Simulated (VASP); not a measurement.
# Al (Cmc2_1) in VASP: notebook

Al is run at these levels: PBE+D3(BJ); tasks: single point.

Everything below comes from runs of VASP 6.6.1. Logs are shortened: lines on timing, memory, paths and dates and some standing lists are left out, and cuts for length are marked.

## 1. The cell of the first run

The structure is orthorhombic, space group Cmc2_1 (No. 36). The conventional cell has a = 2.814 Å, b = 4.875 Å, c = 9.241 Å, α = 90.00°, β = 90.00°, γ = 90.00°. Within 3.5 Å of Al (site symmetry m) lie 12 Al at 2.66 to 3.01 Å. Within 3.5 Å of Al (site symmetry m) lie 12 Al at 2.66 to 3.01 Å.

## 2. Single point, PBE+D3(BJ) (atoms displaced along a vibrational mode)

The input, INCAR:

```
PREC = Accurate ; ENCUT = 520
EDIFF = 1E-7 ; ISMEAR = 0
SIGMA = 0.15 ; LREAL = F
LASPH = T ; NELM = 80
ALGO = Fast ; ISIF = 2
LWAVE = F ; LCHARG = F
GGA = PE ; IVDW = 12
NBANDS = 14
```

The input, KPOINTS:

```
Automatic mesh
0
Gamma
  18 18 4
```

The input, POSCAR:

```
Al
1.0
    2.8144222649      0.0000000000      0.0000000000
   -1.4072111325      2.4373611784      0.0000000000
    0.0000000000      0.0000000000      9.2410470711
Al
4
Direct
   -0.0622599561     -0.1245199122      0.0000000000
    0.3333333333      0.6666666667      0.2500000000
    0.0622599561      0.1245199122      0.5000000000
    0.6666666667      0.3333333333      0.7500000000
```

Potentials or basis: VASP PAW PBE potentials, release 64 (Al).

The run is started by

```sh
cat potpaw_PBE.64/Al/POTCAR > POTCAR
mpirun -np 1 vasp_std > vasp.out
```

OUTCAR:

```text
PREC = Accurate
   ENCUT = 520
   EDIFF = 1E-7
   ISMEAR = 0
   LREAL = F
   LASPH = T
   NELM = 80
   ISIF = 2
   GGA = PE
   IVDW = 12
 IVDW          = 12

 ion  position               nearest neighbor table
   1  0.938  0.875  0.000-   4 2.66   2 2.75   2 2.75   4 2.93   4 2.93   2 3.01
   2  0.333  0.667  0.250-   3 2.66   1 2.75   1 2.75   3 2.93   3 2.93   1 3.01
   3  0.062  0.125  0.500-   2 2.66   4 2.75   4 2.75   2 2.93   2 2.93   4 3.01
   4  0.667  0.333  0.750-   1 2.66   3 2.75   3 2.75   1 2.93   1 2.93   3 3.01

  LATTYP: Found a hexagonal cell.
 ALAT       =     2.8144222649
 C/A-ratio  =     3.2834614714

  Lattice vectors:

 A1 = (   2.8144222649,   0.0000000000,   0.0000000000)
 A2 = (  -1.4072111325,   2.4373611784,   0.0000000000)
 A3 = (   0.0000000000,   0.0000000000,   9.2410470711)

Analysis of symmetry for initial positions (statically):
=====================================================================
 Subroutine PRICEL returns:
 Original cell was already a primitive cell.

 Routine SETGRP: Setting up the symmetry group for a
 hexagonal supercell.

 Subroutine GETGRP returns: Found  4 space group operations
 (whereof  2 operations were pure point group operations)
 out of a pool of 24 trial point group operations.

The static configuration has the point symmetry C_1h.
 The point group associated with its full space group is C_2v.

Analysis of symmetry for dynamics (positions and initial velocities):
=====================================================================
 Subroutine PRICEL returns:
 Original cell was already a primitive cell.

 Routine SETGRP: Setting up the symmetry group for a
 hexagonal supercell.

 Subroutine GETGRP returns: Found  4 space group operations
 (whereof  2 operations were pure point group operations)
 out of a pool of 24 trial point group operations.

The dynamic configuration has the point symmetry C_1h.
 The point group associated with its full space group is C_2v.

 Subroutine INISYM returns: Found  4 space group operations
 (whereof  2 operations are pure point group operations),
 and found     1 'primitive' translations

----------------------------------------------------------------------------------------

                                     Primitive cell

  volume of cell :      63.3914

  direct lattice vectors                    reciprocal lattice vectors
     2.814422265  0.000000000  0.000000000     0.355312709  0.205139888  0.000000000
    -1.407211133  2.437361178  0.000000000     0.000000000  0.410279777  0.000000000
     0.000000000  0.000000000  9.241047071     0.000000000  0.000000000  0.108212846
[... 105 lines left out ...]
   IALGO  =     68    algorithm
   IMIX   =      4    mixing-type and parameters
     AMIX     =   0.40;   BMIX     =  1.00
     AMIX_MAG =   1.60;   BMIX_MAG =  1.00
  volume/ion in A,a.u.               =      15.85       106.95
  Fermi-wavevector in a.u.,A,eV,Ry     =   0.939994  1.776331 12.021957  0.883589
  Thomas-Fermi vector in A             =   2.067362
   LORBIT       =      0    0 simple, 1 ext, 2 COOP (PROOUT), +10 PAW based schemes
   GGA     = PE    functional components
   LHFCALC =     F    Hartree Fock is set to
   AEXX    =    0.0000 exact exchange contribution
   IVDW    =    12    specifies the selected vdW correction
   LEPSILON=     F    determine dielectric tensor
   LRPA    =     F    only Hartree local field effects (RPA)
 non-spin polarized calculation
 RMM-DIIS sequential band-by-band and
 Gauss-broadening in eV      SIGMA  =   0.15
  energy-cutoff  :      520.00
  volume of cell :       63.39
 maximum number of plane-waves:      1724
 NGX is ok and might be reduce to    24
   NGX = 11   NGY = 11   NGZ = 35

 number of electron      12.0000000 magnetization

 Free energy of the ion-electron system (eV)
  ---------------------------------------------------
  ext. energy  EPLUGINS =         0.00000000
  ---------------------------------------------------
  free energy    TOTEN  =       -14.83603303 eV

  energy without entropy =      -14.81878411  energy(sigma->0) =      -14.82740857

 E-fermi :   8.3922     XC(G=0): -10.3414

 val. band max:        8.3799789578   @ k =   0.2778   0.1111   0.2500
 cond. band min:       8.3948849439   @ k =   0.4444   0.3333   0.2500
 fundamental gap:      0.0149059861
 Fermi energy:         8.3921785801

 k-point     1 :       0.0000    0.0000    0.0000
  band No.  band energies     occupation
      1      -2.9914      2.00000
      2      -1.2710      2.00000
      3      -1.2674      2.00000
      4       3.6329      2.00000
      5       3.9252      2.00000
      6      11.8154      0.00000
      7      11.8311      0.00000
      8      19.5260      0.00000
      9      19.5943      0.00000
     10      19.6987      0.00000
     11      19.7399      0.00000
     12      20.5474      0.00000
     13      20.6823      0.00000
     14      20.7079      0.00000
[... 377 lines left out ...]
      1      -2.4542      2.00000
      2      -0.7406      2.00000
      3      -0.7372      2.00000
      4       4.1295      2.00000
      5       4.4461      2.00000
      6      12.1542      0.00000
      7      12.2810      0.00000
      8      14.7977      0.00000
      9      15.9015      0.00000
     10      16.1225      0.00000
     11      16.1839      0.00000
     12      17.3390      0.00000
     13      17.4584      0.00000
     14      19.6510      0.00000

 [... further k-points ...]

------------------------ aborting loop because EDIFF is reached ----------------------------------------

 Edisp (eV)   -1.40300

 E8    (eV) :    -0.6278

  FORCE on cell =-STRESS in cart. coord.  units (eV):
  Direction    XX          YY          ZZ          XY          YZ          ZX
  --------------------------------------------------------------------------------------
  -------------------------------------------------------------------------------------
  Total       0.05768     0.02354     0.88278    -0.00000     0.00000     0.00000
  in kB       1.45773     0.59501    22.31174    -0.00000     0.00000     0.00000
  external pressure =        8.12 kB  Pullay stress =        0.00 kB

 VOLUME and BASIS-vectors are now :
 -----------------------------------------------------------------------------
  energy-cutoff  :      520.00
  volume of cell :       63.39
      direct lattice vectors                 reciprocal lattice vectors
     2.814422265  0.000000000  0.000000000     0.355312709  0.205139888  0.000000000
    -1.407211133  2.437361178  0.000000000     0.000000000  0.410279777  0.000000000
     0.000000000  0.000000000  9.241047071     0.000000000  0.000000000  0.108212846

 POSITION                                       TOTAL-FORCE (eV/Angst)
 -----------------------------------------------------------------------------------
      1.40721      2.13386      0.00000        -0.000000      0.257599      0.051898
     -0.00000      1.62491      2.31026        -0.000000      0.123899     -0.051898
     -0.00000      0.30350      4.62052         0.000000     -0.257599      0.051898
      1.40721      0.81245      6.93079         0.000000     -0.123899     -0.051898
 -----------------------------------------------------------------------------------
    total drift:                                0.000000     -0.000000      0.000002

  FREE ENERGIE OF THE ION-ELECTRON SYSTEM (eV)
  ---------------------------------------------------
  free  energy   TOTEN  =       -16.2390376998 eV

  energy  without entropy=      -16.2217887738  energy(sigma->0) =      -16.23041324
```

Run time: 4.4 min. Hardware: 1 thread of Intel Xeon 8259CL, shared host; peak memory 0.32 GiB.

Results:

- Free energy: -16.2390 eV
- Pressure: 0.8 GPa
- Largest force: 0.263 eV/Å
- Band gap on the k mesh: zero (bands 6 and 7 overlap by 5.52 eV)
- Dispersion energy per atom: -0.351 eV

Forces on the atoms (eV/Å):
```
Al   0.000  0.258  0.052
Al   0.000  0.124 -0.052
Al   0.000 -0.258  0.052
Al   0.000 -0.124 -0.052
```

Caveat: the cell differs from its parent crystal (atoms displaced along a vibrational mode).

## 3. Single point, PBE+D3(BJ) (atoms displaced along a vibrational mode)

The input, INCAR:

```
SYSTEM = Al
ALGO = Fast ; EDIFF = 1E-6
ENCUT = 520 ; GGA = PE
ISIF = 2 ; ISMEAR = 0
IVDW = 12 ; LASPH = .True.
LCHARG = .False. ; LREAL = .False.
LWAVE = .False. ; NBANDS = 14
NELM = 80 ; PREC = Accurate
SIGMA = 0.15
```

The input, KPOINTS:

```
k-points
0
Gamma
  18 18 4
  0 0 0
```

The input, POSCAR:

```
Al
1.0
    2.8144222649      0.0000000000      0.0000000000
   -1.4072111325      2.4373611784      0.0000000000
    0.0000000000      0.0000000000      9.2410470711
Al
4
Direct
   -0.1245199122     -0.2490398245      0.0000000000
    0.3333333333      0.6666666667      0.2500000000
    0.1245199122      0.2490398245      0.5000000000
    0.6666666667      0.3333333333      0.7500000000
```

Potentials or basis: VASP PAW PBE potentials, release 64 (Al).

The run is started by

```sh
cat potpaw_PBE.64/Al/POTCAR > POTCAR
mpirun -np 1 vasp_std > vasp.out
```

Wall time 3.4 min (1 thread of Intel Xeon 8259CL, shared host); peak memory 0.32 GiB.

The run converged. Its results:

```
Free energy                : -16.0001 eV
Pressure                   : 3.0 GPa
Largest force              : 0.632 eV/Å
Band gap on the k mesh     : zero (bands 6 and 7 overlap by 5.52 eV)
Dispersion energy per atom : -0.351 eV
```

Forces in eV/Å, atoms in the order of the input:
```
Al   0.000  0.519  0.361
Al   0.000  0.418 -0.361
Al   0.000 -0.519  0.361
Al   0.000 -0.418 -0.361
```

Stress tensor (GPa, compression positive):
```
0.52 0.00 0.00
0.00 0.49 0.00
0.00 0.00 7.93
```

Levels at points of the mesh, in eV from the Fermi level:
```
           k point  band 3  band 4  band 5  band 6  band 7  band 8  band 9  band 10
(0.00, 0.00, 0.00)   -9.65   -4.78   -4.45    3.33    3.42   11.12   11.19    11.22
(0.50, 0.00, 0.00)   -3.92   -3.90   -3.39   -3.36    0.93    1.12    1.51     1.66
(0.00, 0.50, 0.00)   -3.81   -3.74   -3.58   -3.52    0.75    1.34    1.39     1.78
(0.00, 0.00, 0.50)   -7.54   -7.54   -0.95   -0.95    8.14    8.14   11.45    11.45
(0.50, 0.00, 0.50)   -4.87   -4.87   -2.00   -2.00   -1.07   -1.07    4.40     4.40
(0.00, 0.50, 0.50)   -4.84   -4.84   -2.11   -2.11   -1.01   -1.01    4.45     4.45
```

Caveat: the cell differs from its parent crystal (atoms displaced along a vibrational mode).

## 4. Single point, PBE+D3(BJ) (atoms displaced along a vibrational mode)

The input, INCAR:

```
SYSTEM = Al
PREC     = Accurate       ! precision mode
ENCUT    = 520            ! plane-wave cutoff, eV
EDIFF    = 1E-6           ! SCF threshold, eV
ISMEAR   = 0              ! smearing method
SIGMA    = 0.15           ! smearing width, eV
LREAL    = .False.        ! projectors in reciprocal space
LASPH    = .True.         ! aspherical terms in the spheres
NELM     = 100            ! most SCF steps
ALGO     = Fast           ! electronic algorithm
ISIF     = 2              ! what is computed and relaxed
LWAVE    = .False.        ! write WAVECAR
LCHARG   = .False.        ! write CHGCAR
GGA      = PE             ! functional
IVDW     = 12             ! dispersion correction
NBANDS   = 14             ! bands
```

The input, KPOINTS:

```
regular mesh
0
Gamma
  18 18 4
  0 0 0
```

The input, POSCAR:

```
Al
1.0
    2.8144222649      0.0000000000      0.0000000000
   -1.4072111325      2.4373611784      0.0000000000
    0.0000000000      0.0000000000      9.2410470711
Al
4
Direct
   -0.0933796772     -0.1867593544      0.0000000000
    0.3333333333      0.6666666667      0.2500000000
    0.0933796772      0.1867593544      0.5000000000
    0.6666666667      0.3333333333      0.7500000000
```

The run is started by

```sh
cat potpaw_PBE.64/Al/POTCAR > POTCAR
mpirun -np 1 vasp_std > vasp.out
```

Wall time 3.2 min (1 thread of Intel Xeon 8259CL, shared host); peak memory 0.33 GiB.

It converged, with:

```
Free energy                : -16.1397 eV
Pressure                   : 1.8 GPa
Largest force              : 0.429 eV/Å
Band gap on the k mesh     : zero (bands 6 and 7 overlap by 5.53 eV)
Dispersion energy per atom : -0.351 eV
```

Forces in eV/Å, atoms in the order of the input:
```
Al   0.000  0.397  0.164
Al   0.000  0.260 -0.164
Al   0.000 -0.397  0.164
Al   0.000 -0.260 -0.164
```

Stress tensor (GPa, compression positive):
```
0.39 0.00 0.00
0.00 0.20 0.00
0.00 0.00 4.69
```

Levels at points of the mesh, in eV from the Fermi level:
| k point | band 3 | band 4 | band 5 | band 6 | band 7 | band 8 | band 9 | band 10 |
| --- | --- | --- | --- | --- | --- | --- | --- | --- |
| (0.00, 0.00, 0.00) | -9.66 | -4.77 | -4.46 | 3.38 | 3.43 | 11.16 | 11.17 | 11.35 |
| (0.50, 0.00, 0.00) | -3.95 | -3.92 | -3.36 | -3.32 | 0.89 | 1.18 | 1.45 | 1.68 |
| (0.00, 0.50, 0.00) | -3.86 | -3.85 | -3.47 | -3.45 | 0.95 | 1.19 | 1.49 | 1.63 |
| (0.00, 0.00, 0.50) | -7.54 | -7.54 | -0.94 | -0.94 | 8.24 | 8.24 | 11.48 | 11.48 |
| (0.50, 0.00, 0.50) | -4.87 | -4.87 | -1.96 | -1.96 | -1.11 | -1.11 | 4.48 | 4.48 |
| (0.00, 0.50, 0.50) | -4.87 | -4.87 | -2.07 | -2.07 | -1.02 | -1.02 | 4.49 | 4.49 |

Caveat: the cell differs from its parent crystal (atoms displaced along a vibrational mode).

## 5. The runs side by side

| cell | further INCAR settings | gap on the mesh (eV) | pressure (GPa) | largest force (eV/Å) |
| --- | --- | --- | --- | --- |
| as given, atomic positions A | ALGO = Fast; EDIFF = 1e-07; NBANDS = 14 | none | 0.8 | 0.26 |
| as given, atomic positions B | ALGO = Fast; EDIFF = 1e-06; NBANDS = 14 | none | 3.0 | 0.63 |
| as given, atomic positions C | ALGO = Fast; EDIFF = 1e-06; NBANDS = 14 | none | 1.8 | 0.43 |

Alike in all rows: task single point; level PBE+D3(BJ); potentials or basis VASP PAW PBE potentials, release 64 (Al); no spin polarisation; k mesh 18 × 18 × 4; cutoff (eV) 520; smearing gaussian 0.15 eV.

Total energies depend on the potentials used, so only differences within one code and one set of settings carry meaning.
